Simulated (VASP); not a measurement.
# HgGe3 (Pm-3m) in VASP: a series of runs

The runs below take HgGe3 through single point, with PBE.

All numbers are computed with VASP 6.6.1; they aren't measurements. Logs are shortened: lines on timing, memory, paths and dates and some standing lists are left out, and cuts for length are marked.

## (1) The cell of the first run

It takes space group Pm-3m (No. 221, cubic). The conventional cell has a = 4.380 Å, b = 4.380 Å, c = 4.380 Å, α = 90.00°, β = 90.00°, γ = 90.00°. Within 4.1 Å of Hg (site symmetry m-3m) lie 12 Ge at 3.10 Å. Ge (site symmetry 4/mmm) has 4 Hg at 3.10 Å and 8 Ge at 3.10 Å within 4.1 Å.

## (2) Single point, PBE

INCAR

```
PREC = Accurate ; ENCUT = 500
EDIFF = 1E-6 ; ISMEAR = -1
SIGMA = 0.05 ; LREAL = F
LASPH = T ; NELM = 120
ALGO = Normal ; ISIF = 2
LWAVE = F ; LCHARG = F
GGA = PE ; NBANDS = 35
GGA_COMPAT = F
```

KPOINTS

```
regular mesh
0
Gamma
  4 4 4
```

POSCAR

```
HgGe3
1.0
    4.3795733181      0.0000000000      0.0000000000
    0.0000000000      4.3795733181      0.0000000000
    0.0000000000      0.0000000000      4.3795733181
Hg Ge
1 3
Direct
    0.0000000000      0.0000000000      0.0000000000
    0.0000000000      0.5000000000      0.5000000000
    0.5000000000      0.0000000000      0.5000000000
    0.5000000000      0.5000000000      0.0000000000
```

Potentials or basis: VASP PAW PBE potentials, release 64 (Hg, Ge_d).

The run is started by

```console
$ cat potpaw_PBE.64/Hg/POTCAR potpaw_PBE.64/Ge_d/POTCAR > POTCAR
$ mpirun -np 1 vasp_std > vasp.out
```

OUTCAR:

```text
PREC = Accurate
   ENCUT = 500
   EDIFF = 1E-6
   ISMEAR = -1
   LREAL = F
   LASPH = T
   NELM = 120
   ISIF = 2
   GGA = PE

 ion  position               nearest neighbor table
   1  0.000  0.000  0.000-   2 3.10   3 3.10   4 3.10   2 3.10   3 3.10   2 3.10   4 3.10   2 3.10
                             3 3.10   4 3.10   3 3.10   4 3.10
   2  0.000  0.500  0.500-   1 3.10   1 3.10   1 3.10   1 3.10
   3  0.500  0.000  0.500-   1 3.10   1 3.10   1 3.10   1 3.10
   4  0.500  0.500  0.000-   1 3.10   1 3.10   1 3.10   1 3.10

  LATTYP: Found a simple cubic cell.
 ALAT       =     4.3795733181

  Lattice vectors:

 A1 = (   4.3795733181,   0.0000000000,   0.0000000000)
 A2 = (   0.0000000000,   4.3795733181,   0.0000000000)
 A3 = (   0.0000000000,   0.0000000000,   4.3795733181)

Analysis of symmetry for initial positions (statically):
=====================================================================
 Subroutine PRICEL returns:
 Original cell was already a primitive cell.

 Routine SETGRP: Setting up the symmetry group for a
 simple cubic supercell.

 Subroutine GETGRP returns: Found 48 space group operations
 (whereof 48 operations were pure point group operations)
 out of a pool of 48 trial point group operations.

The static configuration has the point symmetry O_h .

Analysis of symmetry for dynamics (positions and initial velocities):
=====================================================================
 Subroutine PRICEL returns:
 Original cell was already a primitive cell.

 Routine SETGRP: Setting up the symmetry group for a
 simple cubic supercell.

 Subroutine GETGRP returns: Found 48 space group operations
 (whereof 48 operations were pure point group operations)
 out of a pool of 48 trial point group operations.

The dynamic configuration has the point symmetry O_h .

 Subroutine INISYM returns: Found 48 space group operations
 (whereof 48 operations are pure point group operations),
 and found     1 'primitive' translations

----------------------------------------------------------------------------------------

                                     Primitive cell

  volume of cell :      84.0031

  direct lattice vectors                    reciprocal lattice vectors
     4.379573318  0.000000000  0.000000000     0.228332746  0.000000000  0.000000000
     0.000000000  4.379573318  0.000000000     0.000000000  0.228332746  0.000000000
     0.000000000  0.000000000  4.379573318     0.000000000  0.000000000  0.228332746

  length of vectors
[... 70 lines left out ...]
   NELM   =    120;   NELMIN=  2; NELMDL= -5     # of ELM steps
   EDIFF  = 0.1E-05   stopping-criterion for ELM
   LREAL  =      F    real-space projection
   EDIFFG = 0.1E-04   stopping-criterion for IOM
   NSW    =      0    number of steps for IOM
   IBRION =     -1    ionic relax: 0-MD 1-quasi-New 2-CG
   NFREE  =      0    steps in history (QN), initial steepest desc. (CG)
   ISIF   =      2    stress and relaxation
   ISYM   =      2    0-nonsym 1-usesym 2-fastsym
   POTIM  = 0.5000    time-step for ionic-motion
   TEBEG  =    0.0;   TEEND  =   0.0 temperature during run
   PSTRESS=    0.0 pullay stress
   NELECT =      54.0000    total number of electrons
   NUPDOWN=      -1.0000    fix difference up-down
   EMIN   =  10.00;   EMAX   =-10.00  energy-range for DOS
   EFERMI =   0.00;   METHOD = LEGACY
   ISMEAR =    -1;   SIGMA  =   0.05  broadening in eV -4-tet -1-fermi 0-gaus
   EFERMI_NEDOS =   21; number of points for ismear=-14 and -15
   IALGO  =     38    algorithm
   IMIX   =      4    mixing-type and parameters
     AMIX     =   0.40;   BMIX     =  1.00
     AMIX_MAG =   1.60;   BMIX_MAG =  1.00
  volume/ion in A,a.u.               =      21.00       141.72
  Fermi-wavevector in a.u.,A,eV,Ry     =   1.412888  2.669970 27.160649  1.996251
  Thomas-Fermi vector in A             =   2.534590
   LORBIT       =      0    0 simple, 1 ext, 2 COOP (PROOUT), +10 PAW based schemes
   GGA     = PE    functional components
   LHFCALC =     F    Hartree Fock is set to
   AEXX    =    0.0000 exact exchange contribution
   IVDW    =     0    specifies the selected vdW correction
   LEPSILON=     F    determine dielectric tensor
   LRPA    =     F    only Hartree local field effects (RPA)
 non-spin polarized calculation
  energy-cutoff  :      500.00
  volume of cell :       84.00
 maximum number of plane-waves:      2176
 NGX is ok and might be reduce to    32
   NGX = 15   NGY = 15   NGZ = 15

 number of electron      54.0000019 magnetization

 Free energy of the ion-electron system (eV)
  ---------------------------------------------------
  ext. energy  EPLUGINS =         0.00000000
  ---------------------------------------------------
  free energy    TOTEN  =       -12.37699206 eV

  energy without entropy =      -12.35932317  energy(sigma->0) =      -12.36815762

 E-fermi :   5.1267     XC(G=0): -10.9616

 val. band max:        4.9703333063   @ k =   0.2500   0.2500   0.0000
 cond. band min:       5.1859486512   @ k =   0.5000   0.2500   0.0000
 fundamental gap:      0.2156153450
 Fermi energy:         5.1266706893

 k-point     1 :       0.0000    0.0000    0.0000
  band No.  band energies     occupation
      1     -19.5059      2.00000
      2     -19.5059      2.00000
      3     -19.5059      2.00000
      4     -19.4913      2.00000
      5     -19.4913      2.00000
      6     -19.4858      2.00000
[... 369 lines left out ...]
     34      16.1405      0.00000
     35      16.1405      0.00000

------------------------ aborting loop because EDIFF is reached ----------------------------------------

  FORCE on cell =-STRESS in cart. coord.  units (eV):
  Direction    XX          YY          ZZ          XY          YZ          ZX
  --------------------------------------------------------------------------------------
  -------------------------------------------------------------------------------------
  Total        0.0452346      0.0452346      0.0452346      0.0000000      0.0000000      0.0000000
  in kB        0.8627511      0.8627511      0.8627511      0.0000000      0.0000000      0.0000000
  external PRESSURE =       0.8627511 kB  Pullay stress =       0.0000000 kB

 VOLUME and BASIS-vectors are now :
 -----------------------------------------------------------------------------
  energy-cutoff  :      500.00
  volume of cell :       84.00
      direct lattice vectors                 reciprocal lattice vectors
     4.379573318  0.000000000  0.000000000     0.228332746  0.000000000  0.000000000
     0.000000000  4.379573318  0.000000000     0.000000000  0.228332746  0.000000000
     0.000000000  0.000000000  4.379573318     0.000000000  0.000000000  0.228332746

 POSITION                                       TOTAL-FORCE (eV/Angst)
 -----------------------------------------------------------------------------------
      0.00000      0.00000      0.00000         0.000000      0.000000      0.000000
      0.00000      2.18979      2.18979         0.000000      0.000000      0.000000
      2.18979      0.00000      2.18979         0.000000      0.000000      0.000000
      2.18979      2.18979      0.00000         0.000000      0.000000      0.000000
 -----------------------------------------------------------------------------------
    total drift:                                0.000000     -0.000000     -0.000000

  FREE ENERGIE OF THE ION-ELECTRON SYSTEM (eV)
  ---------------------------------------------------
  free  energy   TOTEN  =       -12.3769920626 eV

  energy  without entropy=      -12.3593231695  energy(sigma->0) =      -12.36815762
```

OSZICAR:

```text
N       E                     dE             d eps       ncg     rms          rms(c)
DAV:   1     0.485102832372E+03    0.48510E+03   -0.26171E+04   859   0.395E+03
DAV:   2     0.637186169031E+02   -0.42138E+03   -0.41046E+03   700   0.754E+02
DAV:   3    -0.919030664968E+01   -0.72909E+02   -0.71991E+02   791   0.195E+02
DAV:   4    -0.126885061364E+02   -0.34982E+01   -0.34785E+01   789   0.475E+01
DAV:   5    -0.127554213867E+02   -0.66915E-01   -0.66891E-01   764   0.752E+00    0.473E+00
DAV:   6    -0.123877965694E+02    0.36762E+00   -0.98287E-01   846   0.756E+00    0.501E+00
DAV:   7    -0.123836184733E+02    0.41781E-02   -0.16495E-01   750   0.221E+00    0.273E+00
DAV:   8    -0.123777705886E+02    0.58479E-02   -0.14602E-02   808   0.113E+00    0.343E-01
DAV:   9    -0.123769702874E+02    0.80030E-03   -0.28501E-03   745   0.447E-01    0.405E-02
DAV:  10    -0.123769995713E+02   -0.29284E-04   -0.49365E-04   755   0.169E-01    0.343E-02
DAV:  11    -0.123769908102E+02    0.87612E-05   -0.28451E-05   769   0.453E-02    0.194E-02
DAV:  12    -0.123769914963E+02   -0.68617E-06   -0.11519E-05   710   0.224E-02    0.292E-03
DAV:  13    -0.123769920626E+02   -0.56623E-06   -0.11555E-06   477   0.107E-02
   1 F= -.12376992E+02 E0= -.12368158E+02  d E =-.176689E-01
```

stdout:

```text
POSCAR found type information on POSCAR HgGe
 POSCAR found :  2 types and       4 ions
 scaLAPACK will be used
 LDA part: xc-table for (Slater+PW92), standard interpolation
 POSCAR, INCAR and KPOINTS ok, starting setup
 FFT: planning ... GRIDC
 FFT: planning ... GRID_SOFT
 FFT: planning ... GRID
 WAVECAR not read
 entering main loop
```

Run time: 42 s. Hardware: 1 thread of Intel Xeon 8259CL, shared host; peak memory 0.18 GiB.

Results:

```
Free energy            : -12.3770 eV
Pressure               : 0.1 GPa
Band gap on the k mesh : zero (bands 27 and 28 overlap by 4.62 eV)
```

Caveat: spin-orbit coupling is left out, which moves the levels of the heavy elements.

## (3) Single point, PBE

This run uses another cell than the first one, of 20.69 Å³/atom.

INCAR

```
SYSTEM = HgGe3
  PREC = Accurate
  ENCUT = 500
  EDIFF = 1E-6
  ISMEAR = -1
  SIGMA = 0.05
  LREAL = .FALSE.
  LASPH = .TRUE.
  NELM = 120
  ALGO = Normal
  ISIF = 2
  LWAVE = .FALSE.
  LCHARG = .TRUE.
  GGA = PE
  LELF = .TRUE.
  LVHAR = .TRUE.
  NBANDS = 35
  GGA_COMPAT = .FALSE.
```

KPOINTS

```
Automatic mesh
0
G
  4 4 4
  0 0 0
```

POSCAR

```
HgGe3
1.0
    4.3575650405      0.0000000000      0.0000000000
    0.0000000000      4.3575650405      0.0000000000
    0.0000000000      0.0000000000      4.3575650405
Hg Ge
1 3
Direct
    0.0000000000      0.0000000000      0.0000000000
    0.0000000000      0.5000000000      0.5000000000
    0.5000000000      0.0000000000      0.5000000000
    0.5000000000      0.5000000000      0.0000000000
```

Potentials or basis: VASP PAW PBE potentials, release 64 (Hg, Ge_d).

The run is started by

```console
$ cat potpaw_PBE.64/Hg/POTCAR potpaw_PBE.64/Ge_d/POTCAR > POTCAR
$ mpirun -np 1 vasp_std > vasp.out
```

Wall time 42 s (1 thread of Intel Xeon 8259CL, shared host); peak memory 0.19 GiB.

It converged, with:

```yaml
Free_energy: -12.3716 eV
Pressure: 1.0 GPa
Band_gap_on_the_k_mesh: zero (bands 27 and 28 overlap by 4.69 eV)
```

Levels at points of the mesh, in eV from the Fermi level:
```tsv
k point	band 23	band 24	band 25	band 26	band 27	band 28	band 29	band 30	band 31	band 32
(0.00, 0.00, 0.00)	-4.69	-3.24	-3.24	-3.24	-1.97	2.47	2.47	2.47	4.45	4.45
(0.50, 0.00, 0.00)	-5.21	-2.35	-1.03	-1.03	-0.66	-0.66	0.73	1.24	4.84	4.84
(0.50, 0.50, 0.00)	-6.03	-5.81	-0.61	0.21	0.21	0.24	1.23	1.23	2.34	3.42
(0.50, 0.50, 0.50)	-5.64	-4.88	-4.23	-4.23	-4.23	-3.85	6.27	6.27	6.27	6.39
```

Caveat: the k points lie up to 0.36 Å⁻¹ apart, too coarse for converged energies and pressures of a metal; spin-orbit coupling is left out, which moves the levels of the heavy elements.

## (4) Single point, PBE

INCAR

```
SYSTEM = HgGe3
PREC = Accurate
ENCUT = 500
EDIFF = 1E-6
ISMEAR = -1
SIGMA = 0.05
LREAL = .False.
LASPH = .True.
NELM = 120
ALGO = Normal
ISIF = 2
LWAVE = .False.
LCHARG = .True.
GGA = PE
LELF = .True.
LVHAR = .True.
NBANDS = 35
GGA_COMPAT = .False.
```

KPOINTS

```
Automatic mesh
0
Gamma
  4 4 4
  0 0 0
```

POSCAR

```
HgGe3
1.0
    4.3795733181      0.0000000000      0.0000000000
    0.0000000000      4.3795733181      0.0000000000
    0.0000000000      0.0000000000      4.3795733181
Hg Ge
1 3
Direct
    0.0000000000      0.0000000000      0.0000000000
    0.0000000000      0.5000000000      0.5000000000
    0.5000000000      0.0000000000      0.5000000000
    0.5000000000      0.5000000000      0.0000000000
```

The run is started by

```console
$ cat potpaw_PBE.64/Hg/POTCAR potpaw_PBE.64/Ge_d/POTCAR > POTCAR
$ mpirun -np 1 vasp_std > vasp.out
```

Wall time 44 s (1 thread of Intel Xeon 8259CL, shared host); peak memory 0.18 GiB.

Results (log left out):

| Quantity | Value |
| --- | --- |
| Free energy | -12.3770 eV |
| Pressure | 0.1 GPa |
| Band gap on the k mesh | zero (bands 27 and 28 overlap by 4.62 eV) |

Levels at points of the mesh, in eV from the Fermi level:
| k point | band 25 | band 26 | band 27 | band 28 | band 29 | band 30 |
| --- | --- | --- | --- | --- | --- | --- |
| (0.00, 0.00, 0.00) | -3.18 | -3.18 | -1.98 | 2.45 | 2.45 | 2.45 |
| (0.50, 0.00, 0.00) | -1.01 | -1.01 | -0.63 | -0.63 | 0.74 | 1.23 |
| (0.50, 0.50, 0.00) | -0.63 | 0.19 | 0.19 | 0.25 | 1.21 | 1.21 |
| (0.50, 0.50, 0.50) | -4.15 | -4.15 | -4.15 | -3.82 | 6.17 | 6.17 |

Caveat: spin-orbit coupling is left out, which moves the levels of the heavy elements.

## (5) Single point, PBE

This run uses another cell than the first one, of 21.32 Å³/atom.

INCAR

```
PREC     = Accurate       # precision mode
ENCUT    = 500            # plane-wave cutoff, eV
EDIFF    = 1E-6           # SCF threshold, eV
ISMEAR   = -1             # smearing method
SIGMA    = 0.05           # smearing width, eV
LREAL    = F              # projectors in reciprocal space
LASPH    = T              # aspherical terms in the spheres
NELM     = 120            # most SCF steps
ALGO     = Normal         # electronic algorithm
ISIF     = 2              # what is computed and relaxed
LWAVE    = F              # write WAVECAR
LCHARG   = F              # write CHGCAR
GGA      = PE             # functional
NBANDS   = 35             # bands
GGA_COMPAT= F
```

KPOINTS

```
regular mesh
0
Gamma
  4 4 4
```

POSCAR

```
HgGe3
1.0
    4.4013625987      0.0000000000      0.0000000000
    0.0000000000      4.4013625987      0.0000000000
    0.0000000000      0.0000000000      4.4013625987
Hg Ge
1 3
Direct
    0.0000000000      0.0000000000      0.0000000000
    0.0000000000      0.5000000000      0.5000000000
    0.5000000000      0.0000000000      0.5000000000
    0.5000000000      0.5000000000      0.0000000000
```

The run is started by

```console
$ cat potpaw_PBE.64/Hg/POTCAR potpaw_PBE.64/Ge_d/POTCAR > POTCAR
$ mpirun -np 1 vasp_std > vasp.out
```

It took 39 s on 1 thread of Intel Xeon 8259CL, shared host; peak memory 0.18 GiB.

The run converged. Its results:

* Free energy: -12.3751 eV
* Pressure: -0.8 GPa
* Band gap on the k mesh: zero (bands 27 and 28 overlap by 4.55 eV)

Levels at points of the mesh, in eV from the Fermi level:
```tsv
k point	band 25	band 26	band 27	band 28	band 29	band 30
(0.00, 0.00, 0.00)	-3.12	-3.12	-1.99	2.42	2.42	2.42
(0.50, 0.00, 0.00)	-1.00	-1.00	-0.60	-0.60	0.75	1.21
(0.50, 0.50, 0.00)	-0.66	0.17	0.17	0.26	1.19	1.19
(0.50, 0.50, 0.50)	-4.08	-4.08	-4.08	-3.79	6.07	6.07
```

Caveat: spin-orbit coupling is left out, which moves the levels of the heavy elements.

## (6) Overview

```csv
cell,gap on the mesh (eV),pressure (GPa)
"a = 4.380 Å, 4 atoms",none,0.1
"a = 4.358 Å, 4 atoms",none,1.0
"a = 4.401 Å, 4 atoms",none,-0.8
```

Alike in all rows: task single point; level PBE; potentials or basis VASP PAW PBE potentials, release 64 (Hg, Ge_d); no spin polarisation; k mesh 4 × 4 × 4; cutoff (eV) 500; smearing fermi-dirac 0.05 eV.

Caveats: some runs use coarse meshes; spin-orbit coupling is left out, which moves the levels of the heavy elements.

Total energies depend on the potentials used, so only differences within one code and one set of settings carry meaning.

The gap in the log of VASP goes by the Fermi energy; the results here count the filled bands.